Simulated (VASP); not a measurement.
# In3Ga6BP10 (P1) in VASP: further runs, part 3 of 3

VASP 6.6.1. Earlier steps stand in the parts before.

## Step 5: Relaxation of cell and atoms, PBE

This run uses another cell than the first one, of 21.36 Å³/atom.

INCAR

```
  PREC = Accurate
  ENCUT = 600
  EDIFF = 1E-6
  ISMEAR = 0
  SIGMA = 0.1
  LREAL = Auto
  LASPH = T
  NELM = 100
  ALGO = Normal
  ISIF = 3
  LWAVE = F
  LCHARG = F
  GGA = PE
  IBRION = 2
  NSW = 45
  EDIFFG = -0.04
  ISYM = 0
  KPAR = 4
```

KPOINTS

```
Automatic mesh
0
Gamma
  3 3 2
```

POSCAR

```
In3Ga6BP10
1.0
    2.7910232134      2.7916975358      5.4842914891
   -2.8065742599     -2.8035402230      5.4979883559
    8.3467232779     -5.5524132603      2.7398280200
B P Ga In
1 10 6 3
Direct
    0.2988443161      0.4982295328      0.3967920317
    0.5849856131      0.8646516148      0.6025963931
    0.4769923563      0.3963125696      0.8042537037
    0.9863913723      0.8692990587      0.8073848978
    0.3556848954      0.8731870523      0.0205526573
    0.7719180645      0.8685002391      0.1860168797
    0.6277276387      0.4003689589      0.3983009180
    0.2014223984      0.8172141803      0.3902956883
    0.0988774916      0.4017408302      0.5699223699
    0.8828845012      0.3740813433      0.9963024628
    0.2699423431      0.3791411418      0.2304536852
    0.1091798718      0.5020584952      0.7904250699
    0.9993201552      0.0018925848      0.0017659934
    0.3946838756      0.9961081825      0.2113825722
    0.7035782370      0.5028316690      0.5918374779
    0.4934571999      0.5005975766      0.0165626429
    0.8948510305      0.5003026285      0.2035898883
    0.2032907510      0.0012059941      0.5895035780
    0.5938380623      0.0032786576      0.8131391672
    0.8053540537      0.0005296866      0.3919060134
```

The run is started by

```
> cat potpaw_PBE.64/B/POTCAR potpaw_PBE.64/P/POTCAR potpaw_PBE.64/Ga_d/POTCAR potpaw_PBE.64/In_d/POTCAR > POTCAR
> mpirun -np 4 vasp_std > vasp.out
```

It took 22 min on 4 MPI ranks of Oxide Virtual Turin-like, shared host; peak memory 0.84 GiB.

Results (log left out):

| Quantity | Value |
| --- | --- |
| Free energy | -91.0189 eV |
| Relaxed volume | 21.30 Å³/atom |
| Relaxed cell | a = 6.755 Å, b = 6.777 Å, c = 10.394 Å, α = 84.03°, β = 71.05°, γ = 71.20° |
| Space group after relaxing (to 0.1 Å) | P1 (No. 1) |
| Energy gained by relaxing | 0.5 meV/atom |
| Ionic steps | 4 |
| Pressure after relaxing | 0.0 GPa |
| Largest force after relaxing | 0.027 eV/Å |
| Band gap on the k mesh | 0.84 eV |

Forces in eV/Å, atoms in the order of the input:
```
B    0.009  0.007 -0.025
P   -0.003  0.006  0.012
P   -0.001  0.001  0.007
P    0.000  0.001  0.001
P    0.000  0.004  0.004
P    0.010 -0.004  0.015
P   -0.010 -0.005  0.012
P    0.011  0.005  0.022
P   -0.004 -0.009 -0.004
P    0.010 -0.002  0.009
P   -0.005  0.010 -0.001
Ga   0.006 -0.005 -0.014
Ga   0.001 -0.001 -0.025
Ga  -0.003  0.004 -0.018
Ga  -0.007 -0.013 -0.017
Ga   0.000  0.008 -0.001
Ga   0.001  0.003 -0.002
In   0.000 -0.003  0.001
In  -0.009 -0.001  0.000
In  -0.005 -0.007  0.026
```

Stress tensor (GPa, compression positive):
```
-0.03  0.02  0.00
 0.02 -0.03 -0.01
 0.00 -0.01  0.09
```

The path:
```
step  energy change (eV)  largest force (eV/Å)  pressure (GPa)  volume (Å³)
   1              0.0000                0.1571           -0.17       427.14
   2             -0.0074                0.0619            0.07       425.73
   3             -0.0076                0.0512            0.04       425.93
   4             -0.0090                0.0273            0.01       426.05
```

Final structure:
```xyz
20
Lattice="2.7778 2.7793 5.4950 -2.7932 -2.7899 5.5081 8.3417 -5.5609 2.7445" Properties=species:S:1:pos:R:3 pbc="T T T"
B     2.7494   -2.7625    5.4807
P     4.2371   -4.1354    9.6305
P     6.9262   -4.2534    7.0091
P     7.0459   -4.1700   12.4233
P    -1.2801   -1.5601    6.8198
P     1.2730   -1.3144    9.5347
P     3.9434   -1.5908    6.7459
P     1.5385   -3.8884    6.6787
P     3.9077   -4.0207    4.3126
P     9.7205   -4.1308    9.6447
P     1.6111   -1.5860    4.1979
Ga    5.4954   -5.4922    5.5366
Ga    2.7843    2.7615    5.5076
Ga    0.0747   -2.8574    8.2382
Ga    5.4872   -2.7383    8.2625
Ga    0.1109   -0.1164    5.5168
Ga    2.7872   -0.0394    8.2344
In    5.4787   -2.7198    2.7439
In    8.4219   -2.8817    5.5129
In    5.5035    0.0558    5.5063
```

Levels at points of the mesh, in eV from the valence-band top:
```csv
k point,band 83,band 84,band 85,band 86,band 87,band 88
"(0.00, 0.00, 0.00)",-0.18,-0.03,0.00,0.84,1.48,1.73
"(0.00, 0.00, 0.50)",-0.81,-0.39,-0.15,1.14,1.39,1.71
```

Caveat: spin-orbit coupling is left out, which moves the levels of the heavy elements. A k mesh can miss the band edges.

## Step 6: Relaxation of cell and atoms, PBE

This run uses another cell than the first one, of 21.32 Å³/atom.

INCAR

```
PREC = Accurate ; ENCUT = 600
EDIFF = 1E-7 ; ISMEAR = 0
SIGMA = 0.1 ; LREAL = Auto
LASPH = T ; NELM = 100
ALGO = Normal ; ISIF = 3
LWAVE = F ; LCHARG = F
GGA = PE ; IBRION = 2
NSW = 45 ; EDIFFG = -0.04
ISYM = 0 ; KPAR = 4
```

KPOINTS is that of step 5.

POSCAR

```
In3Ga6BP10
1.0
    2.7830996070      2.7852269538      5.4882772951
   -2.7842466443     -2.7832029019      5.4878387878
    8.3671965434     -5.5843877685      2.7421567167
B P Ga In
1 10 6 3
Direct
    0.1902023561      0.9919224991      0.6054440159
    0.5284700528      0.8796875465      0.5981942208
    0.4737206505      0.3677828974      0.7874510064
    0.9984546297      0.8806817667      0.7711189036
    0.3815845623      0.8943707504      0.9894440686
    0.8004909667      0.8968053364      0.1952225537
    0.6626332721      0.3706934781      0.4102579337
    0.1561565267      0.8766628700      0.4444320890
    0.0779939975      0.3248321844      0.6023954295
    0.9005691983      0.3723878634      0.9814590201
    0.2771864229      0.3926602419      0.2204438916
    0.1086447925      0.4962082682      0.7810392665
    0.6062339927      0.9985273580      0.7827195626
    0.0154725973      0.0026934530      0.9802212509
    0.2870897262      0.4964900271      0.4253486661
    0.7893255491      0.9998835078      0.4130027744
    0.6975531868      0.4960851947      0.5997753756
    0.3929936071      0.9990714596      0.2178763029
    0.5009275456      0.5004404381      0.9963118579
    0.8982845975      0.5035457622      0.2001601229
```

Potentials or basis: VASP PAW PBE potentials, release 64 (B, P, Ga_d, In_d).

The run is started by

```
> cat potpaw_PBE.64/B/POTCAR potpaw_PBE.64/P/POTCAR potpaw_PBE.64/Ga_d/POTCAR potpaw_PBE.64/In_d/POTCAR > POTCAR
> mpirun -np 4 vasp_std > vasp.out
```

OUTCAR:

```text
PREC = Accurate
   ENCUT = 600
   EDIFF = 1E-7
   ISMEAR = 0
   LREAL = Auto
   LASPH = T
   NELM = 100
   ISIF = 3
   GGA = PE
   IBRION = 2
   NSW = 45
   EDIFFG = -0.04
   ISYM = 0

 ion  position               nearest neighbor table
   1  0.190  0.992  0.605-   8 2.03   4 2.03   9 2.13   2 2.14
   2  0.528  0.880  0.598-   1 2.14  13 2.42  16 2.43  17 2.47
   3  0.474  0.368  0.787-  17 2.33  12 2.36  13 2.36  19 2.52
   4  0.998  0.881  0.771-   1 2.03  14 2.46  12 2.46  13 2.48
   5  0.382  0.894  0.989-  14 2.37  13 2.39  19 2.52  18 2.58
   6  0.800  0.897  0.195-  16 2.41  14 2.42  20 2.52  18 2.55
[... 9 lines left out ...]
  16  0.789  1.000  0.413-   7 2.37   6 2.41   2 2.43   8 2.47
  17  0.698  0.496  0.600-   3 2.33   7 2.34   9 2.46   2 2.47
  18  0.393  0.999  0.218-  11 2.52   6 2.55   5 2.58   8 2.61  20 3.91  20 3.97  19 4.02
  19  0.501  0.500  0.996-  10 2.51  11 2.52   3 2.52   5 2.52  20 3.93  20 3.93  18 4.02
  20  0.898  0.504  0.200-  11 2.50   6 2.52  10 2.52   7 2.53  18 3.91  19 3.93  19 3.93  18 3.97

[... 340 lines left out ...]
 E-fermi :   5.4474     XC(G=0):  -9.6512

 val. band max:        4.9594155610   @ k =   0.0000   0.0000   0.0000
 cond. band min:       5.9353612776   @ k =   0.0000   0.0000   0.0000
 fundamental gap:      0.9759457165
 Fermi energy:         5.4473506053

 k-point     1 :       0.0000    0.0000    0.0000
  band No.  band energies     occupation
      1      -9.8185      2.00000
      2      -9.8049      2.00000
      3      -9.7901      2.00000
      4      -9.7838      2.00000
      5      -9.7747      2.00000
      6      -9.7710      2.00000
[... 989 lines left out ...]
     96       8.2577      0.00000
     97       8.3113      0.00000
 [bands above 97 left out]

------------------------ aborting loop because EDIFF is reached ----------------------------------------

  FORCE on cell =-STRESS in cart. coord.  units (eV):
  Direction    XX          YY          ZZ          XY          YZ          ZX
  --------------------------------------------------------------------------------------
  -------------------------------------------------------------------------------------
  Total       -0.0798008     -0.0860335      0.2362075      0.0123427     -0.0146982     -0.0010335
  in kB       -0.3006295     -0.3241096      0.8898528      0.0464979     -0.0553717     -0.0038933
  external PRESSURE =       0.0883712 kB  Pullay stress =       0.0000000 kB
[... 35 lines left out ...]
  FREE ENERGIE OF THE ION-ELECTRON SYSTEM (eV)
  ---------------------------------------------------
  free  energy   TOTEN  =       -91.0980597915 eV

  energy  without entropy=      -91.0980597915  energy(sigma->0) =      -91.09805979

 reached required accuracy - stopping structural energy minimisation
```

CONTCAR:

```text
In3Ga6BP10
   1.00000000000000
     2.7697349507764648    2.7724373837358245    5.4982709127510700
    -2.7714814475776035   -2.7695491627302182    5.4976926751552391
     8.3637833034177991   -5.5936508190931837    2.7462179983375115
  B               P               Ga              In
     1    10     6     3
Direct
     0.1911405082787865    0.9928067036353688    0.6052097348752629
     0.5278428872869559    0.8800455019130398    0.5981699245773761
     0.4736005134068035    0.3676991430109435    0.7876695771679659
     0.9972192998968527    0.8801617853927854    0.7717137733976790
     0.3813546982237578    0.8944606769985126    0.9896259501767498
     0.8003426122981586    0.8966702489407579    0.1953684102278022
[... 12 lines left out ...]
     0.5008446397893164    0.5004924027885999    0.9964018325077970
     0.8982779919939138    0.5037635646900097    0.2000808529549496

  0.00000000E+00  0.00000000E+00  0.00000000E+00
  0.00000000E+00  0.00000000E+00  0.00000000E+00
  0.00000000E+00  0.00000000E+00  0.00000000E+00
  0.00000000E+00  0.00000000E+00  0.00000000E+00
  0.00000000E+00  0.00000000E+00  0.00000000E+00
  0.00000000E+00  0.00000000E+00  0.00000000E+00
[... 12 lines left out ...]
  0.00000000E+00  0.00000000E+00  0.00000000E+00
  0.00000000E+00  0.00000000E+00  0.00000000E+00
```

Wall time 28 min (4 MPI ranks of Oxide Virtual Turin-like, shared host); peak memory 0.8 GiB.

What came out:

```yaml
Free_energy: -91.0981 eV
Relaxed_volume: 21.26 Å³/atom
Relaxed_cell: a = 6.752 Å, b = 6.751 Å, c = 10.430 Å, α = 83.96°, β = 71.15°, γ = 70.96°
Space_group_after_relaxing_to_0.1_Å: P1 (No. 1)
Energy_gained_by_relaxing: 0.4 meV/atom
Ionic_steps: 4
Pressure_after_relaxing: 0.0 GPa
Largest_force_after_relaxing: 0.023 eV/Å
Band_gap_on_the_k_mesh: 0.98 eV
```

Forces in eV/Å, atoms in the order of the input:
```
B   -0.003  0.006 -0.013
P   -0.008 -0.007  0.015
P    0.003 -0.004  0.013
P   -0.007  0.000  0.004
P    0.003 -0.006  0.009
P    0.003 -0.006  0.005
P   -0.001  0.005  0.011
P   -0.005  0.005  0.013
P    0.009  0.010  0.019
P    0.005 -0.003  0.000
P   -0.006  0.003  0.001
Ga   0.011 -0.007 -0.014
Ga   0.002 -0.010 -0.013
Ga   0.012 -0.009 -0.017
Ga  -0.006  0.015 -0.012
Ga  -0.005  0.006 -0.005
Ga   0.001  0.000 -0.006
In  -0.002  0.005 -0.008
In  -0.003 -0.003  0.000
In  -0.005 -0.002 -0.004
```

Stress tensor (GPa, compression positive):
```
-0.03  0.00  0.00
 0.00 -0.03 -0.01
 0.00 -0.01  0.09
```

Step by step:
```
step  energy change (eV)  largest force (eV/Å)  pressure (GPa)  volume (Å³)
   1              0.0000                0.1805           -0.15       426.35
   2             -0.0074                0.0546            0.04       425.15
   3             -0.0076                0.0436            0.02       425.30
   4             -0.0089                0.0232            0.01       425.29
```

Final structure:
```cif
data_structure
_symmetry_space_group_name_H-M 'P 1'
_symmetry_Int_Tables_number 1
_cell_length_a 6.7519
_cell_length_b 6.7510
_cell_length_c 10.4299
_cell_angle_alpha 83.959
_cell_angle_beta 71.147
_cell_angle_gamma 70.956
_cell_volume 425.29
loop_
_atom_site_label
_atom_site_type_symbol
_atom_site_fract_x
_atom_site_fract_y
_atom_site_fract_z
_atom_site_occupancy
B1 B 0.19114 0.99281 0.60521 1
P1 P 0.52784 0.88005 0.59817 1
P2 P 0.47360 0.36770 0.78767 1
P3 P 0.99722 0.88016 0.77171 1
P4 P 0.38135 0.89446 0.98963 1
P5 P 0.80034 0.89667 0.19537 1
P6 P 0.66283 0.37054 0.41018 1
P7 P 0.15625 0.87629 0.44374 1
P8 P 0.07840 0.32379 0.60238 1
P9 P 0.90045 0.37225 0.98170 1
P10 P 0.27729 0.39260 0.22018 1
Ga1 Ga 0.10862 0.49658 0.78122 1
Ga2 Ga 0.60658 0.99856 0.78275 1
Ga3 Ga 0.01549 0.00261 0.98032 1
Ga4 Ga 0.28717 0.49680 0.42511 1
Ga5 Ga 0.78960 0.99994 0.41287 1
Ga6 Ga 0.69765 0.49623 0.59970 1
In1 In 0.39305 0.99914 0.21794 1
In2 In 0.50084 0.50049 0.99640 1
In3 In 0.89828 0.50376 0.20008 1
```

Caveat: spin-orbit coupling is left out, which moves the levels of the heavy elements. A k mesh can miss the band edges.

## Step 7: The runs side by side

```tsv
task	cell	k mesh	cutoff (eV)	gap on the mesh (eV)	pressure (GPa)	relaxed volume (Å³/atom)	largest force (eV/Å)
single point	a = 6.738, b = 6.759, c = 10.391 Å, angles 84.2, 71.1, 71.7°, 20 atoms, atomic positions A	2 × 2 × 2, shifted	520	1.88	0.0	-	0.02
single point	a = 6.757, b = 6.780, c = 10.392 Å, angles 84.1, 71.0, 71.6°, 20 atoms, atomic positions B	2 × 2 × 2, shifted	520	1.76	0.0	-	0.05
single point	a = 6.755, b = 6.754, c = 10.427 Å, angles 84.1, 71.1, 71.3°, 20 atoms, atomic positions C	2 × 2 × 2, shifted	520	1.62	0.0	-	0.02
relaxation of cell and atoms	relaxed from a = 6.757, b = 6.780, c = 10.392 Å, angles 84.1, 71.0, 71.6°, 20 atoms, atomic positions B	3 × 3 × 2	600	0.84	0.0	21.30	0.03
relaxation of cell and atoms	relaxed from a = 6.755, b = 6.754, c = 10.427 Å, angles 84.1, 71.1, 71.3°, 20 atoms, atomic positions C	3 × 3 × 2	600	0.98	0.0	21.26	0.02
```

Alike in all rows: level PBE; potentials or basis VASP PAW PBE potentials, release 64 (B, P, Ga_d, In_d); no spin polarisation; smearing gaussian 0.1 eV.

Caveats: spin-orbit coupling is left out, which moves the levels of the heavy elements; a shifted mesh leaves out Γ, where band edges can lie (at least some runs).

Total energies depend on the potentials used, so only differences within one code and one set of settings carry meaning.
